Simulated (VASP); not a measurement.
# Al6W (Cmcm) in VASP: relaxation of cell and atoms with PBE

Aim: the relaxation of cell and atoms of Al6W with PBE.

Everything below comes from runs of VASP 6.6.1. Logs are shortened: lines on timing, memory, paths and dates and some standing lists are left out, and cuts for length are marked.

## Step 1: The cell of the first run

Symmetry: Cmcm, No. 63, orthorhombic system. The conventional cell has a = 7.480 Å, b = 6.430 Å, c = 8.780 Å, α = 90.00°, β = 90.00°, γ = 90.00°. Al (site symmetry m) has 1 W at 2.43 Å and 10 Al at 2.51 to 2.96 Å within 3.2 Å. Al (site symmetry m) has 2 W at 2.51 to 2.62 Å and 13 Al at 2.72 to 3.40 Å within 3.4 Å. Within 3.5 Å of Al (site symmetry 2) lie 2 W at 2.57 Å and 11 Al at 2.60 to 3.41 Å. W (site symmetry m2m) has 10 Al at 2.43 to 2.62 Å within 3.2 Å.

## Step 2: Relaxation of cell and atoms, PBE

The input, INCAR:

```
PREC = Accurate
ENCUT = 500
EDIFF = 1E-7
ISMEAR = 0
SIGMA = 0.2
LREAL = False
LASPH = True
NELM = 120
ALGO = Normal
ISIF = 3
LWAVE = False
LCHARG = False
GGA = PE
IBRION = 2
NSW = 36
EDIFFG = -0.08
GGA_COMPAT = False
NELMIN = 4
```

The input, KPOINTS:

```
Automatic mesh
0
Gamma
  3 3 2
```

The input, POSCAR:

```
Al6W
1.0
    3.7400000000     -3.2150000000      0.0000000000
    3.7400000000      3.2150000000      0.0000000000
    0.0000000000      0.0000000000      8.7800000000
Al W
12 2
Direct
    0.1391000000      0.8609000000      0.1002000000
    0.1391000000      0.8609000000      0.3998000000
    0.8609000000      0.1391000000      0.8998000000
    0.8609000000      0.1391000000      0.6002000000
    0.3958000000      0.9678000000      0.7500000000
    0.0322000000      0.6042000000      0.7500000000
    0.9678000000      0.3958000000      0.2500000000
    0.6042000000      0.0322000000      0.2500000000
    0.6737000000      0.6737000000      0.0000000000
    0.6737000000      0.6737000000      0.5000000000
    0.3263000000      0.3263000000      0.5000000000
    0.3263000000      0.3263000000      0.0000000000
    0.4573000000      0.5427000000      0.2500000000
    0.5427000000      0.4573000000      0.7500000000
```

Potentials or basis: VASP PAW PBE potentials, release 64 (Al, W_sv).

On the command line:

```console
$ cat potpaw_PBE.64/Al/POTCAR potpaw_PBE.64/W_sv/POTCAR > POTCAR
$ mpirun -np 1 vasp_std > vasp.out
```

OUTCAR:

```text
PREC = Accurate
   ENCUT = 500
   EDIFF = 1E-7
   ISMEAR = 0
   LREAL = False
   LASPH = True
   NELM = 120
   ISIF = 3
   GGA = PE
   IBRION = 2
   NSW = 36
   EDIFFG = -0.08
   NELMIN = 4

 ion  position               nearest neighbor table
   1  0.139  0.861  0.100-  13 2.43   3 2.51   2 2.63  12 2.74   9 2.74   9 2.80  12 2.80   7 2.88
                             8 2.88   7 2.96   8 2.96
   2  0.139  0.861  0.400-  13 2.43   4 2.51   1 2.63  11 2.74  10 2.74  10 2.80  11 2.80   7 2.88
                             8 2.88   7 2.96   8 2.96
   3  0.861  0.139  0.900-  14 2.43   1 2.51   4 2.63  12 2.74   9 2.74   9 2.80  12 2.80   5 2.88
                             6 2.88   6 2.96   5 2.96
   4  0.861  0.139  0.600-  14 2.43   2 2.51   3 2.63  11 2.74  10 2.74  10 2.80  11 2.80   5 2.88
                             6 2.88   6 2.96   5 2.96
   5  0.396  0.968  0.750-  14 2.51  14 2.62   6 2.72  11 2.81  12 2.81   9 2.86  10 2.86   4 2.88
                             3 2.88   3 2.96   4 2.96
   6  0.032  0.604  0.750-  14 2.51  14 2.62   5 2.72  10 2.81   9 2.81  12 2.86  11 2.86   3 2.88
                             4 2.88   3 2.96   4 2.96
   7  0.968  0.396  0.250-  13 2.51  13 2.62   8 2.72  11 2.81  12 2.81   9 2.86  10 2.86   2 2.88
                             1 2.88   2 2.96   1 2.96
   8  0.604  0.032  0.250-  13 2.51  13 2.62   7 2.72  10 2.81   9 2.81  12 2.86  11 2.86   1 2.88
                             2 2.88   2 2.96   1 2.96
   9  0.674  0.674  0.000-  13 2.57  14 2.57  12 2.60   3 2.74   1 2.74   3 2.80   1 2.80   8 2.81
                             6 2.81   5 2.86   7 2.86
  10  0.674  0.674  0.500-  13 2.57  14 2.57  11 2.60   4 2.74   2 2.74   4 2.80   2 2.80   8 2.81
                             6 2.81   5 2.86   7 2.86
  11  0.326  0.326  0.500-  13 2.57  14 2.57  10 2.60   4 2.74   2 2.74   2 2.80   4 2.80   7 2.81
                             5 2.81   8 2.86   6 2.86
  12  0.326  0.326  0.000-  13 2.57  14 2.57   9 2.60   3 2.74   1 2.74   1 2.80   3 2.80   7 2.81
                             5 2.81   8 2.86   6 2.86
  13  0.457  0.543  0.250-   1 2.43   2 2.43   8 2.51   7 2.51  12 2.57  11 2.57  10 2.57   9 2.57
                             7 2.62   8 2.62
  14  0.543  0.457  0.750-   3 2.43   4 2.43   6 2.51   5 2.51  12 2.57  11 2.57  10 2.57   9 2.57
                             5 2.62   6 2.62

  LATTYP: Found a base centered orthorhombic cell.
 ALAT       =     6.4300000000
 B/A-ratio  =     1.1632970451
 C/A-ratio  =     1.3654743390

  Lattice vectors:

 A1 = (  -3.7400000000,  -3.2150000000,   0.0000000000)
 A2 = (   3.7400000000,  -3.2150000000,   0.0000000000)
 A3 = (   0.0000000000,   0.0000000000,   8.7800000000)

Analysis of symmetry for initial positions (statically):
=====================================================================
 Subroutine PRICEL returns:
 Original cell was already a primitive cell.

 Routine SETGRP: Setting up the symmetry group for a
 base centered orthorhombic supercell.

 Subroutine GETGRP returns: Found  8 space group operations
 (whereof  4 operations were pure point group operations)
 out of a pool of  8 trial point group operations.

The static configuration has the point symmetry C_2h.
 The point group associated with its full space group is D_2h.

Analysis of symmetry for dynamics (positions and initial velocities):
=====================================================================
 Subroutine PRICEL returns:
 Original cell was already a primitive cell.

 Routine SETGRP: Setting up the symmetry group for a
 base centered orthorhombic supercell.

 Subroutine GETGRP returns: Found  8 space group operations
 (whereof  4 operations were pure point group operations)
 out of a pool of  8 trial point group operations.

The dynamic configuration has the point symmetry C_2h.
 The point group associated with its full space group is D_2h.

 Subroutine INISYM returns: Found  8 space group operations
 (whereof  4 operations are pure point group operations),
 and found     1 'primitive' translations

----------------------------------------------------------------------------------------

                                     Primitive cell

  volume of cell :     211.1432

  direct lattice vectors                    reciprocal lattice vectors
     3.740000000 -3.215000000  0.000000000     0.133689840 -0.155520995  0.000000000
     3.740000000  3.215000000  0.000000000     0.133689840  0.155520995  0.000000000
     0.000000000  0.000000000  8.780000000     0.000000000  0.000000000  0.113895216

  length of vectors
     4.931918998  4.931918998  8.780000000     0.205084746  0.205084746  0.113895216

  position of ions in fractional coordinates (direct lattice)
     0.139100000  0.860900000  0.100200000
     0.139100000  0.860900000  0.399800000
     0.860900000  0.139100000  0.899800000
     0.860900000  0.139100000  0.600200000
     0.395800000  0.967800000  0.750000000
     0.032200000  0.604200000  0.750000000
     0.967800000  0.395800000  0.250000000
     0.604200000  0.032200000  0.250000000
     0.673700000  0.673700000  0.000000000
     0.673700000  0.673700000  0.500000000
     0.326300000  0.326300000  0.500000000
     0.326300000  0.326300000  0.000000000
     0.457300000  0.542700000  0.250000000
     0.542700000  0.457300000  0.750000000

  ion indices of the primitive-cell ions
   primitive index   ion index
                 1           1
                 2           2
                 3           3
                 4           4
                 5           5
                 6           6
                 7           7
                 8           8
                 9           9
                10          10
                11          11
                12          12
                13          13
                14          14

----------------------------------------------------------------------------------------

 KPOINTS: Automatic mesh

Automatic generation of k-mesh.
 Grid dimensions read from file:
 generate k-points for:    3    3    2

 Generating k-lattice:

  Cartesian coordinates                     Fractional coordinates (reciprocal lattice)
     0.044563280 -0.051840332  0.000000000     0.333333333 -0.000000000  0.000000000
     0.044563280  0.051840332  0.000000000    -0.000000000  0.333333333  0.000000000
     0.000000000  0.000000000  0.056947608     0.000000000  0.000000000  0.500000000

  Length of vectors
     0.068361582  0.068361582  0.056947608

  Shift w.r.t. Gamma in fractional coordinates (k-lattice)
     0.000000000  0.000000000  0.000000000

 Subroutine IBZKPT returns following result:
 ===========================================

 Found      8 irreducible k-points:

 Following reciprocal coordinates:
            Coordinates               Weight
  0.000000  0.000000  0.000000      1.000000
  0.333333  0.000000  0.000000      4.000000
  0.333333  0.333333  0.000000      2.000000
 -0.333333  0.333333  0.000000      2.000000
  0.000000  0.000000  0.500000      1.000000
  0.333333  0.000000  0.500000      4.000000
  0.333333  0.333333  0.500000      2.000000
 -0.333333  0.333333  0.500000      2.000000
   k-points           NKPTS =      8   k-points in BZ     NKDIM =      8   number of bands    NBANDS=     40
   number of dos      NEDOS =    301   number of ions     NIONS =     14
   total plane-waves  NPLWV =  82944
   dimension x,y,z NGX =    36 NGY =   36 NGZ =   64
   dimension x,y,z NGXF=    72 NGYF=   72 NGZF=  128
   ions per type =              12   2
   NGX,Y,Z   is equivalent  to a cutoff of  12.13, 12.13, 12.12 a.u.
   NGXF,Y,Z  is equivalent  to a cutoff of  24.27, 24.27, 24.24 a.u.
 SYSTEM =  unknown system
   PREC   = accura    normal or accurate (medium, high low for compatibility)
   ISTART =      0    job   : 0-new  1-cont  2-samecut
   ICHARG =      2    charge: 1-file 2-atom 10-const
   ISPIN  =      1    spin polarized calculation?
   LNONCOLLINEAR =      F non collinear calculations
   LSORBIT =      F    spin-orbit coupling
   LASPH  =      T    aspherical Exc in radial PAW
   ENCUT  =  500.0 eV  36.75 Ry    6.06 a.u.   8.99  8.99 16.01*2*pi/ulx,y,z
   NELM   =    120;   NELMIN=  4; NELMDL= -5     # of ELM steps
   EDIFF  = 0.1E-06   stopping-criterion for ELM
   LREAL  =      F    real-space projection
   EDIFFG = -.8E-01   stopping-criterion for IOM
   NSW    =     36    number of steps for IOM
   IBRION =      2    ionic relax: 0-MD 1-quasi-New 2-CG
   NFREE  =      1    steps in history (QN), initial steepest desc. (CG)
   ISIF   =      3    stress and relaxation
   ISYM   =      2    0-nonsym 1-usesym 2-fastsym
   POTIM  = 0.5000    time-step for ionic-motion
   TEBEG  =    0.0;   TEEND  =   0.0 temperature during run
   PSTRESS=    0.0 pullay stress
   NELECT =      64.0000    total number of electrons
   NUPDOWN=      -1.0000    fix difference up-down
   EMIN   =  10.00;   EMAX   =-10.00  energy-range for DOS
   EFERMI =   0.00;   METHOD = LEGACY
   ISMEAR =     0;   SIGMA  =   0.20  broadening in eV -4-tet -1-fermi 0-gaus
   EFERMI_NEDOS =   21; number of points for ismear=-14 and -15
   IALGO  =     38    algorithm
   IMIX   =      4    mixing-type and parameters
     AMIX     =   0.40;   BMIX     =  1.00
     AMIX_MAG =   1.60;   BMIX_MAG =  1.00
  volume/ion in A,a.u.               =      15.08       101.78
  Fermi-wavevector in a.u.,A,eV,Ry     =   1.099704  2.078139 16.454190  1.209349
  Thomas-Fermi vector in A             =   2.236103
   LORBIT       =      0    0 simple, 1 ext, 2 COOP (PROOUT), +10 PAW based schemes
   GGA     = PE    functional components
   LHFCALC =     F    Hartree Fock is set to
   AEXX    =    0.0000 exact exchange contribution
   IVDW    =     0    specifies the selected vdW correction
   LEPSILON=     F    determine dielectric tensor
   LRPA    =     F    only Hartree local field effects (RPA)
 conjugate gradient relaxation of ions
 non-spin polarized calculation
 Gauss-broadening in eV      SIGMA  =   0.20
  energy-cutoff  :      500.00
  volume of cell :      211.14
 maximum number of plane-waves:      5372
   NGX = 17   NGY = 17   NGZ = 33

--------------------------------------- Ionic step        1  -------------------------------------------

 number of electron      64.0000004 magnetization

 Free energy of the ion-electron system (eV)
  ---------------------------------------------------
  ext. energy  EPLUGINS =         0.00000000
  ---------------------------------------------------
  free energy    TOTEN  =       -69.74019700 eV

  energy without entropy =      -69.65490822  energy(sigma->0) =      -69.69755261

------------------------ aborting loop because EDIFF is reached ----------------------------------------

  FORCE on cell =-STRESS in cart. coord.  units (eV):
  Direction    XX          YY          ZZ          XY          YZ          ZX
  --------------------------------------------------------------------------------------
  -------------------------------------------------------------------------------------
  Total       20.0058706     26.8791163     21.5557337      0.0000000      0.0000000      0.0000000
  in kB      151.8067028    203.9616314    163.5672305      0.0000000      0.0000000      0.0000000
  external PRESSURE =     173.1118549 kB  Pullay stress =       0.0000000 kB
[... 125 lines left out ...]
  FREE ENERGIE OF THE ION-ELECTRON SYSTEM (eV)
  ---------------------------------------------------
  free  energy   TOTEN  =       -71.2299389878 eV

  energy  without entropy=      -71.1077197741  energy(sigma->0) =      -71.16882938

[... ionic steps 4 to 8 ...]

--------------------------------------- Ionic step        9  -------------------------------------------

 number of electron      64.0000008 magnetization

------------------------ aborting loop because EDIFF is reached ----------------------------------------

  FORCE on cell =-STRESS in cart. coord.  units (eV):
  Direction    XX          YY          ZZ          XY          YZ          ZX
  --------------------------------------------------------------------------------------
  -------------------------------------------------------------------------------------
  Total       -0.0511850     -0.1067881      0.5441146      0.0000000      0.0000000      0.0000000
  in kB       -0.3436488     -0.7169604      3.6531083      0.0000000      0.0000000      0.0000000
  external PRESSURE =       0.8641664 kB  Pullay stress =       0.0000000 kB
[... 81 lines left out ...]
  energy  without entropy=      -71.2020990698  energy(sigma->0) =      -71.26041176

--------------------------------------- Ionic step       11  -------------------------------------------

 number of electron      64.0000009 magnetization

 Free energy of the ion-electron system (eV)
  ---------------------------------------------------
  ext. energy  EPLUGINS =         0.00000000
  ---------------------------------------------------
  free energy    TOTEN  =       -71.32188225 eV

  energy without entropy =      -71.20161894  energy(sigma->0) =      -71.26175060

 E-fermi :   7.5953     XC(G=0): -10.4505

 val. band max:        7.5407910920   @ k =   0.3333   0.3333   0.0000
 cond. band min:       7.6914510631   @ k =   0.3333   0.3333   0.5000
 fundamental gap:      0.1506599710
 Fermi energy:         7.5953279890

 k-point     1 :       0.0000    0.0000    0.0000
  band No.  band energies     occupation
      1     -65.2702      2.00000
      2     -65.2702      2.00000
      3     -29.5872      2.00000
      4     -29.5871      2.00000
      5     -29.5788      2.00000
      6     -29.5753      2.00000
[... 374 lines left out ...]
  FREE ENERGIE OF THE ION-ELECTRON SYSTEM (eV)
  ---------------------------------------------------
  free  energy   TOTEN  =       -71.3218822496 eV

  energy  without entropy=      -71.2016189440  energy(sigma->0) =      -71.26175060

 reached required accuracy - stopping structural energy minimisation
```

It took 14 min on 1 thread of Intel Xeon 8259CL, shared host; peak memory 0.3 GiB.

Results:

| Quantity | Value |
| --- | --- |
| Free energy | -71.3219 eV |
| Relaxed volume | 17.08 Å³/atom |
| Relaxed cell | a = 5.136 Å, b = 5.136 Å, c = 9.135 Å, α = 90.00°, β = 90.00°, γ = 82.95° |
| Space group after relaxing (to 0.1 Å) | Cmcm (No. 63) |
| Energy gained by relaxing | 113.0 meV/atom |
| Ionic steps | 11 |
| Pressure after relaxing | -0.1 GPa |
| Largest force after relaxing | 0.070 eV/Å |
| Band gap on the k mesh | zero (bands 32 and 33 overlap by 0.46 eV) |

Forces in eV/Å, atoms in the order of the input:
```
Al   0.000  0.028  0.007
Al   0.000  0.028 -0.007
Al   0.000 -0.028 -0.007
Al   0.000 -0.028  0.007
Al   0.058 -0.040  0.000
Al  -0.058 -0.040  0.000
Al   0.058  0.040  0.000
Al  -0.058  0.040  0.000
Al  -0.015  0.000  0.000
Al  -0.015  0.000  0.000
Al   0.015  0.000  0.000
Al   0.015  0.000  0.000
W    0.000  0.006  0.000
W    0.000 -0.006  0.000
```

The path:
```csv
step,energy change (eV),largest force (eV/Å),pressure (GPa),volume (Å³)
1,0.0000,1.3436,17.31,211.14
2,-0.6237,0.7668,-9.04,264.92
3,-1.4897,0.4775,-0.28,239.13
4,-1.4899,0.4671,-0.02,238.55
5,-1.5233,0.2460,-0.03,238.63
6,-1.5331,0.2663,0.01,238.70
7,-1.5560,0.1836,-0.04,238.79
8,-1.5655,0.1831,-0.06,238.89
9,-1.5781,0.0803,0.09,238.64
10,-1.5785,0.0986,0.12,238.58
11,-1.5817,0.0703,-0.12,239.17
```

Final structure:
```
Al W
1.0
     3.84828   -3.40159    0.00000
     3.84828    3.40159    0.00000
     0.00000    0.00000    9.13537
Al W
12 2
Direct
  0.12394 0.87606 0.10406
  0.12394 0.87606 0.39594
  0.87606 0.12394 0.89594
  0.87606 0.12394 0.60406
  0.38710 0.96809 0.75000
  0.03191 0.61290 0.75000
  0.96809 0.38710 0.25000
  0.61290 0.03191 0.25000
  0.67341 0.67341 0.00000
  0.67341 0.67341 0.50000
  0.32659 0.32659 0.50000
  0.32659 0.32659 0.00000
  0.45190 0.54810 0.25000
  0.54810 0.45190 0.75000
```

Caveat: the k points lie up to 0.41 Å⁻¹ apart in the final cell; spin-orbit coupling is left out, which moves the levels of the heavy elements; the relaxation stopped at a loose force limit of 0.08 eV/Å, so its end isn't a converged minimum.
